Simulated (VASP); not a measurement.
MoSe2:

```
CELL_PARAMETERS angstrom
3.17147 0.00000 0.00000
-1.58574 2.74658 0.00000
0.00000 0.00000 14.16207
ATOMIC_POSITIONS crystal
Mo 0.66667 0.33333 0.75000
Mo 0.33333 0.66667 0.25000
Se 0.33333 0.66667 0.86850
Se 0.66667 0.33333 0.36850
Se 0.33333 0.66667 0.63150
Se 0.66667 0.33333 0.13150
```

This cell differs from its parent crystal: equal strain along all axes, cell held: -4.5 %.

| Item | Value |
| --- | --- |
| Program | VASP 6.6.1 |
| Task | relaxation of the atoms |
| Functional | PBE |
| Potentials or basis | VASP PAW PBE potentials, release 64 (Mo_sv, Se) |
| Cutoff | 450 eV |
| k mesh | 9 × 9 × 2 |
| Occupations | gaussian, width 0.02 eV |
| Spin | no spin polarisation |

At the start: pressure 11.3 GPa; volume 20.56 Å³/atom.

**Question.** How do energy, volume and symmetry change on relaxing?

**Answer.** Over 3 steps the energy falls by 12.7 meV/atom; space group P6_3/mmc (No. 194, to 0.1 Å) before and after.

The path:
```csv
step,energy change (eV),largest force (eV/Å),pressure (GPa)
1,0.0000,0.8295,11.33
2,-0.0747,0.1181,7.77
3,-0.0763,0.0015,7.16
```

Final structure:
```
Mo Se
1.0
     3.17147    0.00000    0.00000
    -1.58574    2.74658    0.00000
     0.00000    0.00000   14.16207
Mo Se
2 4
Direct
  0.66667 0.33333 0.75000
  0.33333 0.66667 0.25000
  0.33333 0.66667 0.87183
  0.66667 0.33333 0.37183
  0.33333 0.66667 0.62817
  0.66667 0.33333 0.12817
```

Caveat: the cell differs from its parent crystal (equal strain along all axes, cell held: -4.5 %); this functional lacks dispersion, which binds the layers, so the pressure and a relaxed spacing across them are unreliable.
